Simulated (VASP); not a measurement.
# SnTe (F-43m) in VASP: a series of runs, part 3 of 3

VASP 6.6.1.

## 4. Single point, PBE-based screened hybrid with 5 % exact exchange

POSCAR reads:

```
SnTe
1.0
    0.0000000000      3.5839840137      3.5839840137
    3.5839840137      0.0000000000      3.5839840137
    3.5839840137      3.5839840137      0.0000000000
Sn Te
1 1
Direct
    0.0000000000      0.0000000000      0.0000000000
    0.2500000000      0.2500000000      0.2500000000
```

INCAR.step1 reads:

```
PREC = Accurate
ENCUT = 520
EDIFF = 1E-5
ISMEAR = -1
SIGMA = 0.02
LREAL = F
LASPH = T
NELM = 100
ALGO = Normal
ISIF = 2
LWAVE = T
LCHARG = F
NBANDS = 17
GGA = PE
```

INCAR.step2 reads:

```
PREC = Accurate
ENCUT = 520
EDIFF = 1E-6
ISMEAR = -1
SIGMA = 0.02
LREAL = F
LASPH = T
NELM = 100
ALGO = Normal
ISIF = 2
LWAVE = F
LCHARG = F
GGA = PE
LHFCALC = T
AEXX = 0.05
HFSCREEN = 0.3
PRECFOCK = Normal
NBANDS = 17
ISTART = 1
```

KPOINTS reads:

```
Automatic mesh
0
Gamma
  4 4 4
```

Potentials or basis: VASP PAW PBE potentials, release 64 (Sn_d, Te).

The run is started by

```console
cat potpaw_PBE.64/Sn_d/POTCAR potpaw_PBE.64/Te/POTCAR > POTCAR
cp INCAR.step1 INCAR
mpirun -np 1 vasp_std > vasp.out
cp INCAR.step2 INCAR
mpirun -np 1 vasp_std > vasp.out
```

OUTCAR:

```text
PREC = Accurate
   ENCUT = 520
   EDIFF = 1E-6
   ISMEAR = -1
   LREAL = F
   LASPH = T
   NELM = 100
   ISIF = 2
   GGA = PE
   LHFCALC = T
   AEXX = 0.05
   HFSCREEN = 0.3
   PRECFOCK = Normal
   ISTART = 1

 ion  position               nearest neighbor table
   1  0.000  0.000  0.000-   2 3.10   2 3.10   2 3.10   2 3.10
   2  0.250  0.250  0.250-   1 3.10   1 3.10   1 3.10   1 3.10

  LATTYP: Found a face centered cubic cell.
 ALAT       =     7.1679680274

  Lattice vectors:

 A1 = (   0.0000000000,   3.5839840137,   3.5839840137)
 A2 = (   3.5839840137,   0.0000000000,   3.5839840137)
 A3 = (   3.5839840137,   3.5839840137,   0.0000000000)

Analysis of symmetry for initial positions (statically):
=====================================================================
 Subroutine PRICEL returns:
 Original cell was already a primitive cell.

 Routine SETGRP: Setting up the symmetry group for a
 face centered cubic supercell.

 Subroutine GETGRP returns: Found 24 space group operations
 (whereof 24 operations were pure point group operations)
 out of a pool of 48 trial point group operations.

The static configuration has the point symmetry T_d .

Analysis of symmetry for dynamics (positions and initial velocities):
=====================================================================
 Subroutine PRICEL returns:
 Original cell was already a primitive cell.

 Routine SETGRP: Setting up the symmetry group for a
 face centered cubic supercell.

 Subroutine GETGRP returns: Found 24 space group operations
[... 103 lines left out ...]
   IALGO  =     38    algorithm
   IMIX   =      1    mixing-type and parameters
     AMIX     =   0.40;   BMIX     =  1.00
     AMIX_MAG =   1.60;   BMIX_MAG =  1.00
  volume/ion in A,a.u.               =      46.04       310.67
  Fermi-wavevector in a.u.,A,eV,Ry     =   0.984107  1.859692 13.176774  0.968466
  Thomas-Fermi vector in A             =   2.115314
   LORBIT       =      0    0 simple, 1 ext, 2 COOP (PROOUT), +10 PAW based schemes
   GGA     = PE    functional components
   LHFCALC =     T    Hartree Fock is set to
   PRECFOCK=normal    Normal, Fast or Accurate (Low or Medium for compatibility)
   ENCUT4O =  -1.0   cutoff for four orbital integrals eV
   NKREDX  =     1    reduce k-point grid by
   NKREDY  =     1    reduce k-point grid by
   NKREDZ  =     1    reduce k-point grid by
   AEXX    =    0.0500 exact exchange contribution
   HFSCREEN=    0.3000 screening length (either q_TF or 0.3 A-1)
   HFSCREENC=   0.3000 screening length for correlation (either q_TF or 0.3 A-1)
   ENCUTFOCK=  -1.0 apply spherical cutoff to Coloumb kernel
   IVDW    =     0    specifies the selected vdW correction
   LEPSILON=     F    determine dielectric tensor
   LRPA    =     F    only Hartree local field effects (RPA)
 non-spin polarized calculation
  energy-cutoff  :      520.00
  volume of cell :       92.07
 maximum number of plane-waves:      2493
 NGX is ok and might be reduce to    40
  NGX = 30; NGY = 30; NGZ = 30

 number of electron      20.0000005 magnetization

 Free energy of the ion-electron system (eV)
  ---------------------------------------------------
  ext. energy  EPLUGINS =         0.00000000
  ---------------------------------------------------
  free energy    TOTEN  =        -7.27078586 eV

  energy without entropy =       -7.26822686  energy(sigma->0) =       -7.26950636

 E-fermi :   3.4308     XC(G=0):  -7.3401

 val. band max:        3.3933275952   @ k =  -0.2500   0.5000   0.2500
 cond. band min:       3.4510283479   @ k =   0.5000   0.5000   0.0000
 fundamental gap:      0.0577007527
 Fermi energy:         3.4307785148

 k-point     1 :       0.0000    0.0000    0.0000
  band No.  band energies     occupation
      1     -18.9004      2.00000
      2     -18.9004      2.00000
      3     -18.9004      2.00000
      4     -18.8898      2.00000
      5     -18.8898      2.00000
      6      -8.5411      2.00000
[... 137 lines left out ...]
      4     -18.8903      2.00000
      5     -18.8894      2.00000
      6      -7.7205      2.00000
[... 9 lines left out ...]
     16      11.3420      0.00000
     17      11.3674      0.00000

------------------------ aborting loop because EDIFF is reached ----------------------------------------

  FORCE on cell =-STRESS in cart. coord.  units (eV):
  Direction    XX          YY          ZZ          XY          YZ          ZX
  --------------------------------------------------------------------------------------
  -------------------------------------------------------------------------------------
  Total        0.1035618      0.1035618      0.1035618      0.0000000      0.0000000      0.0000000
  in kB        1.8021125      1.8021125      1.8021125      0.0000000      0.0000000      0.0000000
  external PRESSURE =       1.8021125 kB  Pullay stress =       0.0000000 kB

 VOLUME and BASIS-vectors are now :
 -----------------------------------------------------------------------------
  energy-cutoff  :      520.00
  volume of cell :       92.07
      direct lattice vectors                 reciprocal lattice vectors
     0.000000000  3.583984014  3.583984014    -0.139509551  0.139509551  0.139509551
     3.583984014  0.000000000  3.583984014     0.139509551 -0.139509551  0.139509551
     3.583984014  3.583984014  0.000000000     0.139509551  0.139509551 -0.139509551

 POSITION                                       TOTAL-FORCE (eV/Angst)
 -----------------------------------------------------------------------------------
      0.00000      0.00000      0.00000        -0.000000     -0.000000      0.000000
      1.79199      1.79199      1.79199         0.000000      0.000000     -0.000000
 -----------------------------------------------------------------------------------
    total drift:                                0.000001      0.000003      0.000002

  FREE ENERGIE OF THE ION-ELECTRON SYSTEM (eV)
  ---------------------------------------------------
  free  energy   TOTEN  =        -7.2707858550 eV

  energy  without entropy=       -7.2682268553  energy(sigma->0) =       -7.26950636
```

OSZICAR.step1:

```text
N       E                     dE             d eps       ncg     rms          rms(c)
DAV:   1     0.122587600094E+03    0.12259E+03   -0.93541E+03   272   0.119E+03
DAV:   2     0.564418129345E+01   -0.11694E+03   -0.11384E+03   273   0.292E+02
DAV:   3    -0.680130018479E+01   -0.12445E+02   -0.12292E+02   345   0.926E+01
DAV:   4    -0.719183093345E+01   -0.39053E+00   -0.39029E+00   325   0.170E+01
DAV:   5    -0.720955789130E+01   -0.17727E-01   -0.17727E-01   411   0.358E+00    0.458E+00
DAV:   6    -0.707369896178E+01    0.13586E+00   -0.34548E-01   355   0.274E+00    0.306E+00
DAV:   7    -0.707342692154E+01    0.27204E-03   -0.70687E-02   289   0.103E+00    0.127E+00
DAV:   8    -0.707545882294E+01   -0.20319E-02   -0.24474E-02   343   0.851E-01    0.300E-01
DAV:   9    -0.707390195990E+01    0.15569E-02   -0.12496E-02   337   0.563E-01    0.128E-01
DAV:  10    -0.707398685939E+01   -0.84899E-04   -0.17277E-03   301   0.218E-01    0.115E-01
DAV:  11    -0.707417154031E+01   -0.18468E-03   -0.31515E-04   292   0.794E-02    0.327E-02
DAV:  12    -0.707414710498E+01    0.24435E-04   -0.15297E-04   279   0.414E-02    0.136E-02
DAV:  13    -0.707415045957E+01   -0.33546E-05   -0.12275E-05   269   0.181E-02
   1 F= -.70741505E+01 E0= -.70725551E+01  d E =-.319080E-02
```

Wall time 21 min (1 thread of Intel Xeon Platinum 8259CL at 2.50GHz (Skylake/Cascade Lake), shared host); peak memory 0.36 GiB.

What came out:

```yaml
Free_energy: -7.2708 eV
Pressure: 0.2 GPa
Band_gap_on_the_k_mesh: 0.06 eV (least direct gap 0.82 eV)
```

Levels at points of the mesh, in eV from the valence-band top:
```csv
k point,band 8,band 9,band 10,band 11,band 12,band 13
"(0.00, 0.00, 0.00)",-2.10,-2.10,-2.10,0.99,0.99,0.99
"(0.50, 0.00, 0.00)",-2.66,-2.66,-2.15,1.81,1.81,3.51
"(0.50, 0.50, 0.00)",-3.34,-3.34,-0.76,0.06,4.01,4.01
```

Caveat: the structure was generated, so it needn't be the stable form of SnTe; the PAW data sets were made with another functional, which shifts forces and pressure a little; spin-orbit coupling is left out, which moves the levels of the heavy elements.

## 5. Single point, PBE-based screened hybrid with 40 % exact exchange

POSCAR is that of step 4.

INCAR.step1 reads:

```
SYSTEM = SnTe
PREC = Accurate
ENCUT = 520
EDIFF = 1E-5
ISMEAR = -1
SIGMA = 0.02
LREAL = .False.
LASPH = .True.
NELM = 60
ALGO = Normal
ISIF = 2
LWAVE = .True.
GGA = PE
NBANDS = 17
```

INCAR.step2 reads:

```
SYSTEM = SnTe
PREC = Accurate
ENCUT = 520
EDIFF = 1E-7
ISMEAR = -1
SIGMA = 0.02
LREAL = .False.
LASPH = .True.
NELM = 60
ALGO = Normal
ISIF = 2
LWAVE = .False.
LCHARG = .True.
GGA = PE
LHFCALC = .True.
AEXX = 0.4
HFSCREEN = 0.3
PRECFOCK = Normal
LELF = .True.
LVHAR = .True.
ISTART = 1
NBANDS = 17
```

KPOINTS reads:

```
Automatic mesh
0
Gamma
  4 4 4
  0 0 0
```

The run is started by

```console
cat potpaw_PBE.64/Sn_d/POTCAR potpaw_PBE.64/Te/POTCAR > POTCAR
cp INCAR.step1 INCAR
mpirun -np 1 vasp_std > vasp.out
cp INCAR.step2 INCAR
mpirun -np 1 vasp_std > vasp.out
```

Wall time 29 min (1 thread of Intel Xeon Platinum 8259CL at 2.50GHz (Skylake/Cascade Lake), shared host); peak memory 0.36 GiB.

Results (log left out):

* Free energy: -8.9244 eV
* Pressure: -0.5 GPa
* Band gap on the k mesh: 0.30 eV (least direct gap 1.14 eV)

Levels at points of the mesh, in eV from the valence-band top:
```tsv
k point	band 7	band 8	band 9	band 10	band 11	band 12	band 13	band 14
(0.00, 0.00, 0.00)	-5.71	-2.49	-2.49	-2.49	1.34	1.34	1.34	4.49
(0.50, 0.00, 0.00)	-8.12	-3.09	-3.09	-2.33	2.22	2.22	4.07	6.10
(0.50, 0.50, 0.00)	-8.56	-3.84	-3.84	-0.84	0.31	4.69	4.69	6.00
```

Caveat: the structure was generated, so it needn't be the stable form of SnTe; the PAW data sets were made with another functional, which shifts forces and pressure a little; spin-orbit coupling is left out, which moves the levels of the heavy elements. A k mesh can miss the band edges.

## 6. Overview

| level | grid for exact exchange (PRECFOCK) | share of exact exchange | screening parameter | gap on the mesh (eV) | pressure (GPa) |
| --- | --- | --- | --- | --- | --- |
| r2SCAN | - | - | - | 0.09 | -0.2 |
| HSE06 | Normal | 0.25 | 0.2079 1/Å | 0.29 | -0.2 |
| PBE-based screened hybrid with 5 % exact exchange | Normal | 0.05 | 0.3 1/Å | 0.06 | 0.2 |
| PBE-based screened hybrid with 40 % exact exchange | Normal | 0.4 | 0.3 1/Å | 0.30 | -0.5 |

Alike in all rows: task single point; potentials or basis VASP PAW PBE potentials, release 64 (Sn_d, Te); no spin polarisation; cell as given; k mesh 4 × 4 × 4; cutoff (eV) 520; smearing fermi-dirac 0.02 eV.

On the cell as given the gap runs from 0.06 eV (PBE-based screened hybrid with 5 % exact exchange) to 0.30 eV (PBE-based screened hybrid with 40 % exact exchange). The pressure there spans -0.5 GPa (PBE-based screened hybrid with 40 % exact exchange) to 0.2 GPa (PBE-based screened hybrid with 5 % exact exchange); a positive pressure means that this level wants a larger cell, a negative one a smaller.

Caveats: the structure was generated, so it needn't be the stable form of SnTe; the PAW data sets were made with another functional, which shifts forces and pressure a little; spin-orbit coupling is left out, which moves the levels of the heavy elements; semilocal functionals underestimate gaps, and a narrow one can read as zero (at least some runs).

Absolute energies hang on the potentials; compare differences alone.
